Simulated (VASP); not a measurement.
# HfW (Fd-3m) in VASP: a series of runs

The runs below take HfW through single point, relaxation of cell and atoms, with PBE.

Everything below comes from runs of VASP 6.6.1. Logs are shortened: lines on timing, memory, paths and dates and some standing lists are left out, and cuts for length are marked.

### Step 1. The cell of the first run

Symmetry: Fd-3m, No. 227, cubic system. The conventional cell has a = 6.651 Å, b = 6.651 Å, c = 6.651 Å, α = 90.00°, β = 90.00°, γ = 90.00°. Hf (site symmetry -43m) has 10 W at 2.88 to 3.33 Å and 4 Hf at 2.88 Å within 3.8 Å. Within 3.8 Å of W (site symmetry -43m) lie 4 W at 2.88 Å and 10 Hf at 2.88 to 3.33 Å.

### Step 2. Single point, PBE

INCAR reads:

```
SYSTEM = HfW
ALGO = Fast
EDIFF = 1E-6
ENCUT = 520
GGA = PE
ISIF = 2
ISMEAR = 0
LASPH = .TRUE.
LCHARG = .FALSE.
LREAL = .FALSE.
LWAVE = .FALSE.
NBANDS = 32
NELM = 100
PREC = Accurate
SIGMA = 0.1
```

KPOINTS reads:

```
k-points
0
G
  12 12 12
  0 0 0
```

POSCAR reads:

```
HfW
1.0
    0.0000000000      3.3255838121      3.3255838121
    3.3255838121      0.0000000000      3.3255838121
    3.3255838121      3.3255838121      0.0000000000
Hf W
2 2
Direct
    0.0000000000      0.0000000000      0.0000000000
    0.2500000000      0.2500000000      0.2500000000
    0.5000000000      0.5000000000      0.5000000000
    0.7500000000      0.7500000000      0.7500000000
```

Potentials or basis: VASP PAW PBE potentials, release 64 (Hf_pv, W_sv).

Command:

```sh
$ cat potpaw_PBE.64/Hf_pv/POTCAR potpaw_PBE.64/W_sv/POTCAR > POTCAR
$ mpirun -np 1 vasp_std > vasp.out
```

OUTCAR:

```text
SYSTEM = HfW
   EDIFF = 1E-6
   ENCUT = 520
   GGA = PE
   ISIF = 2
   ISMEAR = 0
   LASPH = .TRUE.
   LREAL = .FALSE.
   NELM = 100
   PREC = Accurate

 ion  position               nearest neighbor table
   1  0.000  0.000  0.000-   4 2.88   4 2.88   4 2.88   2 2.88   4 2.88   2 2.88   2 2.88   2 2.88
                             3 3.33   3 3.33   3 3.33   3 3.33   3 3.33   3 3.33
   2  0.250  0.250  0.250-   1 2.88   1 2.88   1 2.88   1 2.88   3 2.88   3 2.88   3 2.88   3 2.88
                             4 3.33   4 3.33   4 3.33   4 3.33   4 3.33   4 3.33
   3  0.500  0.500  0.500-   2 2.88   2 2.88   2 2.88   2 2.88   4 2.88   4 2.88   4 2.88   4 2.88
                             1 3.33   1 3.33   1 3.33   1 3.33   1 3.33   1 3.33
   4  0.750  0.750  0.750-   3 2.88   3 2.88   3 2.88   1 2.88   3 2.88   1 2.88   1 2.88   1 2.88
                             2 3.33   2 3.33   2 3.33   2 3.33   2 3.33   2 3.33

  LATTYP: Found a face centered cubic cell.
 ALAT       =     6.6511676242

  Lattice vectors:

 A1 = (   0.0000000000,   3.3255838121,   3.3255838121)
 A2 = (   3.3255838121,   0.0000000000,   3.3255838121)
 A3 = (   3.3255838121,   3.3255838121,   0.0000000000)

Analysis of symmetry for initial positions (statically):
=====================================================================
 Subroutine PRICEL returns:
 Original cell was already a primitive cell.

 Routine SETGRP: Setting up the symmetry group for a
 face centered cubic supercell.

 Subroutine GETGRP returns: Found 48 space group operations
 (whereof 24 operations were pure point group operations)
 out of a pool of 48 trial point group operations.

The static configuration has the point symmetry T_d .
 The point group associated with its full space group is O_h .

Analysis of symmetry for dynamics (positions and initial velocities):
=====================================================================
 Subroutine PRICEL returns:
 Original cell was already a primitive cell.

 Routine SETGRP: Setting up the symmetry group for a
 face centered cubic supercell.

 Subroutine GETGRP returns: Found 48 space group operations
 (whereof 24 operations were pure point group operations)
 out of a pool of 48 trial point group operations.

The dynamic configuration has the point symmetry T_d .
 The point group associated with its full space group is O_h .

 Subroutine INISYM returns: Found 48 space group operations
 (whereof 24 operations are pure point group operations),
 and found     1 'primitive' translations

----------------------------------------------------------------------------------------

                                     Primitive cell

  volume of cell :      73.5586

  direct lattice vectors                    reciprocal lattice vectors
     0.000000000  3.325583812  3.325583812    -0.150349541  0.150349541  0.150349541
     3.325583812  0.000000000  3.325583812     0.150349541 -0.150349541  0.150349541
     3.325583812  3.325583812  0.000000000     0.150349541  0.150349541 -0.150349541

  length of vectors
     4.703085730  4.703085730  4.703085730     0.260413044  0.260413044  0.260413044

  position of ions in fractional coordinates (direct lattice)
     0.000000000  0.000000000  0.000000000
     0.250000000  0.250000000  0.250000000
     0.500000000  0.500000000  0.500000000
     0.750000000  0.750000000  0.750000000

  ion indices of the primitive-cell ions
   primitive index   ion index
                 1           1
                 2           2
                 3           3
                 4           4

----------------------------------------------------------------------------------------

 KPOINTS: k-points

Automatic generation of k-mesh.
 Grid dimensions read from file:
 generate k-points for:   12   12   12

 Generating k-lattice:

  Cartesian coordinates                     Fractional coordinates (reciprocal lattice)
    -0.012529128  0.012529128  0.012529128     0.083333333  0.000000000  0.000000000
     0.012529128 -0.012529128  0.012529128     0.000000000  0.083333333  0.000000000
     0.012529128  0.012529128 -0.012529128     0.000000000  0.000000000  0.083333333

  Length of vectors
     0.021701087  0.021701087  0.021701087

  Shift w.r.t. Gamma in fractional coordinates (k-lattice)
     0.000000000  0.000000000  0.000000000

 Subroutine IBZKPT returns following result:
 ===========================================

 Found     72 irreducible k-points:

 Following reciprocal coordinates:
            Coordinates               Weight
  0.000000  0.000000  0.000000      1.000000
  0.083333  0.000000  0.000000      8.000000
  0.166667  0.000000  0.000000      8.000000
  0.250000  0.000000  0.000000      8.000000
  0.333333  0.000000  0.000000      8.000000
  0.416667  0.000000  0.000000      8.000000
[... 16 lines left out ...]
  0.500000  0.166667  0.000000     24.000000
 -0.416667  0.166667  0.000000     24.000000
 [... further k-points ...]
   k-points           NKPTS =     72   k-points in BZ     NKDIM =     72   number of bands    NBANDS=     32
   number of dos      NEDOS =    301   number of ions     NIONS =      4
   total plane-waves  NPLWV =  46656
   dimension x,y,z NGX =    36 NGY =   36 NGZ =   36
   dimension x,y,z NGXF=    72 NGYF=   72 NGZF=   72
   ions per type =               2   2
   NGX,Y,Z   is equivalent  to a cutoff of  12.73, 12.73, 12.73 a.u.
   NGXF,Y,Z  is equivalent  to a cutoff of  25.45, 25.45, 25.45 a.u.
 SYSTEM =  HfW
   PREC   = accura    normal or accurate (medium, high low for compatibility)
   ISTART =      0    job   : 0-new  1-cont  2-samecut
   ICHARG =      2    charge: 1-file 2-atom 10-const
   ISPIN  =      1    spin polarized calculation?
   LNONCOLLINEAR =      F non collinear calculations
   LSORBIT =      F    spin-orbit coupling
   LASPH  =      T    aspherical Exc in radial PAW
   ENCUT  =  520.0 eV  38.22 Ry    6.18 a.u.   8.74  8.74  8.74*2*pi/ulx,y,z
   NELM   =    100;   NELMIN=  2; NELMDL= -5     # of ELM steps
   EDIFF  = 0.1E-05   stopping-criterion for ELM
   LREAL  =      F    real-space projection
   EDIFFG = 0.1E-04   stopping-criterion for IOM
   NSW    =      0    number of steps for IOM
   IBRION =     -1    ionic relax: 0-MD 1-quasi-New 2-CG
   NFREE  =      0    steps in history (QN), initial steepest desc. (CG)
   ISIF   =      2    stress and relaxation
   ISYM   =      2    0-nonsym 1-usesym 2-fastsym
   POTIM  = 0.5000    time-step for ionic-motion
   TEBEG  =    0.0;   TEEND  =   0.0 temperature during run
   PSTRESS=    0.0 pullay stress
   NELECT =      48.0000    total number of electrons
   NUPDOWN=      -1.0000    fix difference up-down
   EMIN   =  10.00;   EMAX   =-10.00  energy-range for DOS
   EFERMI =   0.00;   METHOD = LEGACY
   ISMEAR =     0;   SIGMA  =   0.10  broadening in eV -4-tet -1-fermi 0-gaus
   EFERMI_NEDOS =   21; number of points for ismear=-14 and -15
   IALGO  =     68    algorithm
   IMIX   =      4    mixing-type and parameters
     AMIX     =   0.40;   BMIX     =  1.00
     AMIX_MAG =   1.60;   BMIX_MAG =  1.00
  volume/ion in A,a.u.               =      18.39       124.10
  Fermi-wavevector in a.u.,A,eV,Ry     =   1.419964  2.683343 27.433398  2.016298
  Thomas-Fermi vector in A             =   2.540929
   LORBIT       =      0    0 simple, 1 ext, 2 COOP (PROOUT), +10 PAW based schemes
   GGA     = PE    functional components
   LHFCALC =     F    Hartree Fock is set to
   AEXX    =    0.0000 exact exchange contribution
   IVDW    =     0    specifies the selected vdW correction
   LEPSILON=     F    determine dielectric tensor
   LRPA    =     F    only Hartree local field effects (RPA)
 non-spin polarized calculation
 RMM-DIIS sequential band-by-band and
 Gauss-broadening in eV      SIGMA  =   0.10
  energy-cutoff  :      520.00
  volume of cell :       73.56
 maximum number of plane-waves:      2006
   NGX = 17   NGY = 17   NGZ = 17

 number of electron      48.0000005 magnetization

 Free energy of the ion-electron system (eV)
  ---------------------------------------------------
  ext. energy  EPLUGINS =         0.00000000
  ---------------------------------------------------
  free energy    TOTEN  =       -45.22526786 eV

  energy without entropy =      -45.20132552  energy(sigma->0) =      -45.21329669

 E-fermi :   7.3390     XC(G=0): -12.5060

 val. band max:        7.3344587448   @ k =   0.5000   0.2500   0.0833
 cond. band min:       7.3466522994   @ k =   0.4167   0.1667   0.0000
 fundamental gap:      0.0121935546
 Fermi energy:         7.3389920859

 k-point     1 :       0.0000    0.0000    0.0000
  band No.  band energies     occupation
      1     -66.0949      2.00000
      2     -66.0336      2.00000
      3     -30.3940      2.00000
      4     -30.3940      2.00000
      5     -30.3940      2.00000
      6     -30.1184      2.00000
[... 24 lines left out ...]
     31      13.2816      0.00000
     32      13.2885      0.00000

 k-point     2 :       0.0833    0.0000    0.0000
  band No.  band energies     occupation
      1     -66.0941      2.00000
      2     -66.0344      2.00000
      3     -30.3965      2.00000
      4     -30.3965      2.00000
      5     -30.3940      2.00000
      6     -30.1184      2.00000
[... 24 lines left out ...]
     31      12.7921      0.00000
     32      13.1420      0.00000

 k-point     3 :       0.1667    0.0000    0.0000
  band No.  band energies     occupation
      1     -66.0919      2.00000
      2     -66.0367      2.00000
      3     -30.4029      2.00000
      4     -30.4029      2.00000
      5     -30.3937      2.00000
      6     -30.1188      2.00000
[... 24 lines left out ...]
     31      12.0975      0.00000
     32      12.7636      0.00000

 k-point     4 :       0.2500    0.0000    0.0000
  band No.  band energies     occupation
      1     -66.0885      2.00000
      2     -66.0401      2.00000
      3     -30.4113      2.00000
      4     -30.4113      2.00000
      5     -30.3923      2.00000
      6     -30.1201      2.00000
[... 24 lines left out ...]
     31      11.8105      0.00000
     32      12.4413      0.00000

 k-point     5 :       0.3333    0.0000    0.0000
  band No.  band energies     occupation
      1     -66.0846      2.00000
      2     -66.0441      2.00000
      3     -30.4192      2.00000
      4     -30.4192      2.00000
      5     -30.3897      2.00000
      6     -30.1228      2.00000
[... 584 lines left out ...]
     31      11.4682      0.00000
     32      12.3492      0.00000

 k-point    22 :       0.4167    0.1667    0.0000
  band No.  band energies     occupation
      1     -66.0806      2.00000
      2     -66.0480      2.00000
      3     -30.4381      2.00000
      4     -30.4351      2.00000
      5     -30.3561      2.00000
      6     -30.1598      2.00000
[... 24 lines left out ...]
     31      11.1057      0.00000
     32      12.2577      0.00000

 k-point    23 :       0.5000    0.1667    0.0000
  band No.  band energies     occupation
      1     -66.0776      2.00000
      2     -66.0511      2.00000
      3     -30.4433      2.00000
      4     -30.4363      2.00000
      5     -30.3529      2.00000
      6     -30.1653      2.00000
[... 24 lines left out ...]
     31      11.3294      0.00000
     32      12.1917      0.00000

 k-point    24 :      -0.4167    0.1667    0.0000
  band No.  band energies     occupation
      1     -66.0772      2.00000
      2     -66.0515      2.00000
      3     -30.4453      2.00000
      4     -30.4335      2.00000
      5     -30.3546      2.00000
      6     -30.1646      2.00000
[... 24 lines left out ...]
     31      11.6230      0.00000
     32      12.0544      0.00000

 [... further k-points ...]

------------------------ aborting loop because EDIFF is reached ----------------------------------------

  FORCE on cell =-STRESS in cart. coord.  units (eV):
  Direction    XX          YY          ZZ          XY          YZ          ZX
  --------------------------------------------------------------------------------------
  -------------------------------------------------------------------------------------
  Total       -0.1805732     -0.1805732     -0.1805732     -0.0000000      0.0000000      0.0000000
  in kB       -3.9330561     -3.9330561     -3.9330561     -0.0000000      0.0000000      0.0000000
  external PRESSURE =      -3.9330561 kB  Pullay stress =       0.0000000 kB

 VOLUME and BASIS-vectors are now :
 -----------------------------------------------------------------------------
  energy-cutoff  :      520.00
  volume of cell :       73.56
      direct lattice vectors                 reciprocal lattice vectors
     0.000000000  3.325583812  3.325583812    -0.150349541  0.150349541  0.150349541
     3.325583812  0.000000000  3.325583812     0.150349541 -0.150349541  0.150349541
     3.325583812  3.325583812  0.000000000     0.150349541  0.150349541 -0.150349541

 POSITION                                       TOTAL-FORCE (eV/Angst)
 -----------------------------------------------------------------------------------
      0.00000      0.00000      0.00000        -0.000000     -0.000000     -0.000000
      1.66279      1.66279      1.66279        -0.000000      0.000000      0.000000
      3.32558      3.32558      3.32558        -0.000000     -0.000000     -0.000000
      4.98838      4.98838      4.98838         0.000000      0.000000      0.000000
 -----------------------------------------------------------------------------------
    total drift:                                0.000000      0.000000      0.000000

  FREE ENERGIE OF THE ION-ELECTRON SYSTEM (eV)
  ---------------------------------------------------
  free  energy   TOTEN  =       -45.2252678603 eV

  energy  without entropy=      -45.2013255199  energy(sigma->0) =      -45.21329669
```

Run time: 1.8 min. Hardware: 1 thread of Intel Xeon 6975P-C (Granite Rapids), shared host; peak memory 0.3 GiB.

What came out:

| Quantity | Value |
| --- | --- |
| Free energy | -45.2253 eV |
| Pressure | -0.4 GPa |
| Band gap on the k mesh | zero (bands 24 and 25 overlap by 1.60 eV) |

Caveat: spin-orbit coupling is left out, which moves the levels of the heavy elements.

### Step 3. Relaxation of cell and atoms, PBE

This run uses another cell than the first one, of 18.46 Å³/atom.

INCAR reads:

```
PREC = Accurate
ENCUT = 600
EDIFF = 1E-6
ISMEAR = 0
SIGMA = 0.1
LREAL = False
LASPH = True
NELM = 100
ALGO = Fast
ISIF = 3
LWAVE = False
LCHARG = False
GGA = PE
IBRION = 2
NSW = 100
EDIFFG = -0.01
```

KPOINTS reads:

```
Automatic mesh
0
Gamma
  12 12 12
```

POSCAR reads:

```
HfW
1.0
    0.0000000000      3.3295897251      3.3295897251
    3.3295897251      0.0000000000      3.3295897251
    3.3295897251      3.3295897251      0.0000000000
Hf W
2 2
Direct
    0.0000000000      0.0000000000      0.0000000000
    0.2500000000      0.2500000000      0.2500000000
    0.5000000000      0.5000000000      0.5000000000
    0.7500000000      0.7500000000      0.7500000000
```

Potentials or basis: VASP PAW PBE potentials, release 64 (Hf_pv, W_sv).

Command:

```sh
$ cat potpaw_PBE.64/Hf_pv/POTCAR potpaw_PBE.64/W_sv/POTCAR > POTCAR
$ mpirun -np 1 vasp_std > vasp.out
```

Run time: 4.3 min. Hardware: 1 thread of Intel Xeon 6975P-C (Granite Rapids), shared host; peak memory 0.37 GiB.

It converged, with:

- Free energy: -45.2263 eV
- Relaxed volume: 18.35 Å³/atom
- Relaxed cell: a = 4.700 Å, b = 4.700 Å, c = 4.700 Å, α = 60.00°, β = 60.00°, γ = 60.00°
- Space group after relaxing (to 0.1 Å): Fd-3m (No. 227)
- Energy gained by relaxing: 0.3 meV/atom
- Ionic steps: 3
- Pressure after relaxing: 0.0 GPa
- Band gap on the k mesh: zero (bands 24 and 25 overlap by 1.61 eV)

The path:
| step | energy change (eV) | largest force (eV/Å) | pressure (GPa) | volume (Å³) |
| --- | --- | --- | --- | --- |
| 1 | 0.0000 | 0.0000 | -1.02 | 73.82 |
| 2 | 0.0042 | 0.0000 | 2.12 | 72.58 |
| 3 | -0.0013 | 0.0000 | -0.03 | 73.42 |

Final structure:
```
CELL_PARAMETERS angstrom
0.00000 3.32345 3.32345
3.32345 0.00000 3.32345
3.32345 3.32345 0.00000
ATOMIC_POSITIONS crystal
Hf 0.00000 0.00000 0.00000
Hf 0.25000 0.25000 0.25000
W 0.50000 0.50000 0.50000
W 0.75000 0.75000 0.75000
```

Levels at points of the mesh, in eV from the Fermi level:
```csv
k point,band 22,band 23,band 24,band 25,band 26,band 27
"(0.00, 0.00, 0.00)",-1.34,-1.34,0.88,0.88,0.88,2.88
"(0.50, 0.00, 0.00)",-1.46,-1.46,-1.08,-0.65,-0.65,2.98
"(0.50, 0.50, 0.00)",-1.11,0.96,0.96,1.17,1.17,1.77
```

Caveat: spin-orbit coupling is left out, which moves the levels of the heavy elements.
